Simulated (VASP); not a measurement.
# CoPtO2 (R-3m) in VASP: single point with PBE

Aim: the single point of CoPtO2 with PBE.

Program: VASP 6.6.1. These are calculated values, not measurements. Logs are shortened: lines on timing, memory, paths and dates and some standing lists are left out, and cuts for length are marked.

### Step 1. The cell of the first run

It takes space group R-3m (No. 166, trigonal). Conventional cell: a = 2.854 Å, b = 2.854 Å, c = 17.909 Å, α = 90.00°, β = 90.00°, γ = 120.00°. Within 2.5 Å of Co (site symmetry -3m) lie 6 O at 1.91 Å. Pt (site symmetry -3m) has 2 O at 2.01 Å within 2.7 Å. O (site symmetry 3m) has 3 Co at 1.91 Å and 1 Pt at 2.01 Å and 3 O at 2.55 Å within 2.6 Å.

### Step 2. Single point, PBE

INCAR

```
SYSTEM = CoPtO2
  ALGO = Normal
  EDIFF = 1E-6
  ENCUT = 700
  GGA = PE
  GGA_COMPAT = .False.
  ISIF = 2
  ISMEAR = 0
  LASPH = .True.
  LCHARG = .False.
  LREAL = .False.
  LWAVE = .False.
  NBANDS = 32
  NELM = 120
  PREC = Accurate
  SIGMA = 0.05
```

KPOINTS

```
k-points
0
Gamma
  14 14 14
  0 0 0
```

POSCAR

```
CoPtO2
1.0
    1.4270109420      0.8238851515      5.9697394704
   -1.4270109420      0.8238851515      5.9697394704
    0.0000000000     -1.6477703030      5.9697394704
Co Pt O
1 1 2
Direct
    0.5000000000      0.5000000000      0.5000000000
    0.0000000000      0.0000000000      0.0000000000
    0.8876551476      0.8876551476      0.8876551476
    0.1123448524      0.1123448524      0.1123448524
```

Potentials or basis: VASP PAW PBE potentials, release 64 (Co_sv, Pt_sv_GW, O).

Run with:

```
$ cat potpaw_PBE.64/Co_sv/POTCAR potpaw_PBE.64/Pt_sv_GW/POTCAR potpaw_PBE.64/O/POTCAR > POTCAR
$ mpirun -np 1 vasp_std > vasp.out
```

OUTCAR:

```text
SYSTEM = CoPtO2
   EDIFF = 1E-6
   ENCUT = 700
   GGA = PE
   ISIF = 2
   ISMEAR = 0
   LASPH = .True.
   LREAL = .False.
   NELM = 120
   PREC = Accurate

 ion  position               nearest neighbor table
   1  0.500  0.500  0.500-   4 1.91   3 1.91   4 1.91   4 1.91   3 1.91   3 1.91
   2  0.000  0.000  0.000-   3 2.01   4 2.01
   3  0.888  0.888  0.888-   1 1.91   1 1.91   1 1.91   2 2.01
   4  0.112  0.112  0.112-   1 1.91   1 1.91   1 1.91   2 2.01

  LATTYP: Found a trigonal (rhomboedric) cell.
 ALAT       =     6.1929747550
 COS(alpha) =     0.8938094225

  Lattice vectors:

 A1 = (   1.4270109420,   0.8238851515,   5.9697394704)
 A2 = (  -1.4270109420,   0.8238851515,   5.9697394704)
 A3 = (   0.0000000000,  -1.6477703030,   5.9697394704)

Analysis of symmetry for initial positions (statically):
=====================================================================
 Subroutine PRICEL returns:
 Original cell was already a primitive cell.

 Routine SETGRP: Setting up the symmetry group for a
 trigonal (rhombohedral) supercell.

 Subroutine GETGRP returns: Found 12 space group operations
 (whereof 12 operations were pure point group operations)
 out of a pool of 12 trial point group operations.

The static configuration has the point symmetry D_3d.

Analysis of symmetry for dynamics (positions and initial velocities):
=====================================================================
 Subroutine PRICEL returns:
 Original cell was already a primitive cell.

 Routine SETGRP: Setting up the symmetry group for a
 trigonal (rhombohedral) supercell.

 Subroutine GETGRP returns: Found 12 space group operations
 (whereof 12 operations were pure point group operations)
 out of a pool of 12 trial point group operations.

The dynamic configuration has the point symmetry D_3d.

 Subroutine INISYM returns: Found 12 space group operations
 (whereof 12 operations are pure point group operations),
 and found     1 'primitive' translations

----------------------------------------------------------------------------------------

                                     Primitive cell

  volume of cell :      42.1115

  direct lattice vectors                    reciprocal lattice vectors
     1.427010942  0.823885151  5.969739470     0.350382737  0.202293568  0.055837166
    -1.427010942  0.823885151  5.969739470    -0.350382737  0.202293568  0.055837166
     0.000000000 -1.647770303  5.969739470     0.000000000 -0.404587135  0.055837166

  length of vectors
     6.192974755  6.192974755  6.192974755     0.408422011  0.408422011  0.408422011

  position of ions in fractional coordinates (direct lattice)
     0.500000000  0.500000000  0.500000000
     0.000000000  0.000000000  0.000000000
     0.887655148  0.887655148  0.887655148
     0.112344852  0.112344852  0.112344852

  ion indices of the primitive-cell ions
   primitive index   ion index
                 1           1
                 2           2
                 3           3
                 4           4

----------------------------------------------------------------------------------------

 KPOINTS: k-points

Automatic generation of k-mesh.
 Grid dimensions read from file:
 generate k-points for:   14   14   14

 Generating k-lattice:

  Cartesian coordinates                     Fractional coordinates (reciprocal lattice)
     0.025027338  0.014449541  0.003988369     0.071428571 -0.000000000 -0.000000000
    -0.025027338  0.014449541  0.003988369    -0.000000000  0.071428571 -0.000000000
     0.000000000 -0.028899081  0.003988369    -0.000000000 -0.000000000  0.071428571

  Length of vectors
     0.029173001  0.029173001  0.029173001

  Shift w.r.t. Gamma in fractional coordinates (k-lattice)
     0.000000000  0.000000000  0.000000000

 Subroutine IBZKPT returns following result:
 ===========================================

 Found    288 irreducible k-points:

 Following reciprocal coordinates:
            Coordinates               Weight
  0.000000  0.000000  0.000000      1.000000
  0.071429  0.000000  0.000000      6.000000
  0.142857  0.000000 -0.000000      6.000000
  0.214286  0.000000  0.000000      6.000000
  0.285714  0.000000  0.000000      6.000000
  0.357143  0.000000  0.000000      6.000000
[... 16 lines left out ...]
  0.214286  0.142857  0.000000     12.000000
  0.285714  0.142857  0.000000     12.000000
 [... further k-points ...]
   k-points           NKPTS =    288   k-points in BZ     NKDIM =    288   number of bands    NBANDS=     32
   number of dos      NEDOS =    301   number of ions     NIONS =      4
   total plane-waves  NPLWV = 157464
   dimension x,y,z NGX =    54 NGY =   54 NGZ =   54
   dimension x,y,z NGXF=   108 NGYF=  108 NGZF=  108
   ions per type =               1   1   2
   NGX,Y,Z   is equivalent  to a cutoff of  14.50, 14.50, 14.50 a.u.
   NGXF,Y,Z  is equivalent  to a cutoff of  28.99, 28.99, 28.99 a.u.
 SYSTEM =  CoPtO2
   PREC   = accura    normal or accurate (medium, high low for compatibility)
   ISTART =      0    job   : 0-new  1-cont  2-samecut
   ICHARG =      2    charge: 1-file 2-atom 10-const
   ISPIN  =      1    spin polarized calculation?
   LNONCOLLINEAR =      F non collinear calculations
   LSORBIT =      F    spin-orbit coupling
   LASPH  =      T    aspherical Exc in radial PAW
   ENCUT  =  700.0 eV  51.45 Ry    7.17 a.u.  13.36 13.36 13.36*2*pi/ulx,y,z
   NELM   =    120;   NELMIN=  2; NELMDL= -5     # of ELM steps
   EDIFF  = 0.1E-05   stopping-criterion for ELM
   LREAL  =      F    real-space projection
   EDIFFG = 0.1E-04   stopping-criterion for IOM
   NSW    =      0    number of steps for IOM
   IBRION =     -1    ionic relax: 0-MD 1-quasi-New 2-CG
   NFREE  =      0    steps in history (QN), initial steepest desc. (CG)
   ISIF   =      2    stress and relaxation
   ISYM   =      2    0-nonsym 1-usesym 2-fastsym
   POTIM  = 0.5000    time-step for ionic-motion
   TEBEG  =    0.0;   TEEND  =   0.0 temperature during run
   PSTRESS=    0.0 pullay stress
   NELECT =      47.0000    total number of electrons
   NUPDOWN=      -1.0000    fix difference up-down
   EMIN   =  10.00;   EMAX   =-10.00  energy-range for DOS
   EFERMI =   0.00;   METHOD = LEGACY
   ISMEAR =     0;   SIGMA  =   0.05  broadening in eV -4-tet -1-fermi 0-gaus
   EFERMI_NEDOS =   21; number of points for ismear=-14 and -15
   IALGO  =     38    algorithm
   IMIX   =      4    mixing-type and parameters
     AMIX     =   0.40;   BMIX     =  1.00
     AMIX_MAG =   1.60;   BMIX_MAG =  1.00
  volume/ion in A,a.u.               =      10.53        71.05
  Fermi-wavevector in a.u.,A,eV,Ry     =   1.698142  3.209022 39.234917  2.883685
  Thomas-Fermi vector in A             =   2.778695
   LORBIT       =      0    0 simple, 1 ext, 2 COOP (PROOUT), +10 PAW based schemes
   GGA     = PE    functional components
   LHFCALC =     F    Hartree Fock is set to
   AEXX    =    0.0000 exact exchange contribution
   IVDW    =     0    specifies the selected vdW correction
   LEPSILON=     F    determine dielectric tensor
   LRPA    =     F    only Hartree local field effects (RPA)
 non-spin polarized calculation
 Gauss-broadening in eV      SIGMA  =   0.05
  energy-cutoff  :      700.00
  volume of cell :       42.11
 maximum number of plane-waves:      1796
 NGX is ok and might be reduce to    54
   NGX = 27   NGY = 27   NGZ = 27

 number of electron      46.9999988 magnetization

 Free energy of the ion-electron system (eV)
  ---------------------------------------------------
  ext. energy  EPLUGINS =         0.00000000
  ---------------------------------------------------
  free energy    TOTEN  =       -26.57192108 eV

  energy without entropy =      -26.57061306  energy(sigma->0) =      -26.57126707

 E-fermi :   8.7619     XC(G=0): -12.8689

 val. band max:        8.7545738472   @ k =  -0.2143  -0.2857   0.1429
 cond. band min:       8.7688243569   @ k =  -0.3571  -0.3571   0.2143
 fundamental gap:      0.0142505097
 Fermi energy:         8.7618838141

 k-point     1 :       0.0000    0.0000    0.0000
  band No.  band energies     occupation
      1     -90.1904      2.00000
      2     -87.0180      2.00000
      3     -50.3019      2.00000
      4     -50.3019      2.00000
      5     -50.2615      2.00000
      6     -44.6887      2.00000
[... 24 lines left out ...]
     31      24.1978      0.00000
     32      25.7607      0.00000

 k-point     2 :       0.0714    0.0000    0.0000
  band No.  band energies     occupation
      1     -90.1897      2.00000
      2     -87.0177      2.00000
      3     -50.3053      2.00000
      4     -50.3027      2.00000
      5     -50.2610      2.00000
      6     -44.6872      2.00000
[... 24 lines left out ...]
     31      24.3063      0.00000
     32      25.1198      0.00000

 k-point     3 :       0.1429    0.0000   -0.0000
  band No.  band energies     occupation
      1     -90.1878      2.00000
      2     -87.0168      2.00000
      3     -50.3147      2.00000
      4     -50.3050      2.00000
      5     -50.2596      2.00000
      6     -44.6831      2.00000
[... 24 lines left out ...]
     31      23.8641      0.00000
     32      24.1818      0.00000

 k-point     4 :       0.2143    0.0000    0.0000
  band No.  band energies     occupation
      1     -90.1851      2.00000
      2     -87.0156      2.00000
      3     -50.3284      2.00000
      4     -50.3082      2.00000
      5     -50.2576      2.00000
      6     -44.6770      2.00000
[... 654 lines left out ...]
     31      23.8119      0.00000
     32      24.1694      0.00000

 k-point    23 :       0.2143    0.1429    0.0000
  band No.  band energies     occupation
      1     -90.1861      2.00000
      2     -87.0161      2.00000
      3     -50.3228      2.00000
      4     -50.3075      2.00000
      5     -50.2584      2.00000
      6     -44.6793      2.00000
[... 24 lines left out ...]
     31      23.0907      0.00000
     32      23.6175      0.00000

 k-point    24 :       0.2857    0.1429    0.0000
  band No.  band energies     occupation
      1     -90.1836      2.00000
      2     -87.0149      2.00000
      3     -50.3337      2.00000
      4     -50.3118      2.00000
      5     -50.2565      2.00000
      6     -44.6738      2.00000
[... 24 lines left out ...]
     31      22.3536      0.00000
     32      22.8890      0.00000

 [... further k-points ...]

------------------------ aborting loop because EDIFF is reached ----------------------------------------

  FORCE on cell =-STRESS in cart. coord.  units (eV):
  Direction    XX          YY          ZZ          XY          YZ          ZX
  --------------------------------------------------------------------------------------
  -------------------------------------------------------------------------------------
  Total       -0.2467808     -0.2467808     -0.1652286      0.0000000      0.0000000      0.0000000
  in kB       -9.3890422     -9.3890422     -6.2863011      0.0000000      0.0000000      0.0000000
  external PRESSURE =      -8.3547952 kB  Pullay stress =       0.0000000 kB

 VOLUME and BASIS-vectors are now :
 -----------------------------------------------------------------------------
  energy-cutoff  :      700.00
  volume of cell :       42.11
      direct lattice vectors                 reciprocal lattice vectors
     1.427010942  0.823885151  5.969739470     0.350382737  0.202293568  0.055837166
    -1.427010942  0.823885151  5.969739470    -0.350382737  0.202293568  0.055837166
     0.000000000 -1.647770303  5.969739470     0.000000000 -0.404587135  0.055837166

 POSITION                                       TOTAL-FORCE (eV/Angst)
 -----------------------------------------------------------------------------------
      0.00000      0.00000      8.95461         0.000000      0.000000      0.000000
      0.00000      0.00000      0.00000        -0.000000      0.000000      0.000000
      0.00000      0.00000     15.89721        -0.000000      0.000000     -0.019450
      0.00000      0.00000      2.01201        -0.000000      0.000000      0.019450
 -----------------------------------------------------------------------------------
    total drift:                                0.000000     -0.000000      0.000000

  FREE ENERGIE OF THE ION-ELECTRON SYSTEM (eV)
  ---------------------------------------------------
  free  energy   TOTEN  =       -26.5719210756 eV

  energy  without entropy=      -26.5706130598  energy(sigma->0) =      -26.57126707
```

Run time: 26 min. Hardware: 1 thread of AMD EPYC 9R45 (Zen 5), shared host; peak memory 0.84 GiB.

What came out:

| Quantity | Value |
| --- | --- |
| Free energy | -26.5719 eV |
| Pressure | -0.8 GPa |
| Largest force | 0.019 eV/Å |
| Band gap on the k mesh | zero (an odd number of electrons rules out a gap without spin polarisation) |

Forces on the atoms (eV/Å):
```
Co   0.000  0.000  0.000
Pt   0.000  0.000  0.000
O    0.000  0.000 -0.019
O    0.000  0.000  0.019
```

Caveat: spin-orbit coupling is left out, which moves the levels of the heavy elements; an odd number of electrons without spin polarisation forces a metal; a magnetic or distorted state may lie lower; the run has no spin polarisation, though such a crystal can be magnetic; semilocal functionals often make such compounds metallic where correlation or magnetic order opens a gap, which also shifts bond lengths. With open d or f shells a metallic result of PBE can be an artefact of self-interaction; +U or a hybrid may open a gap.
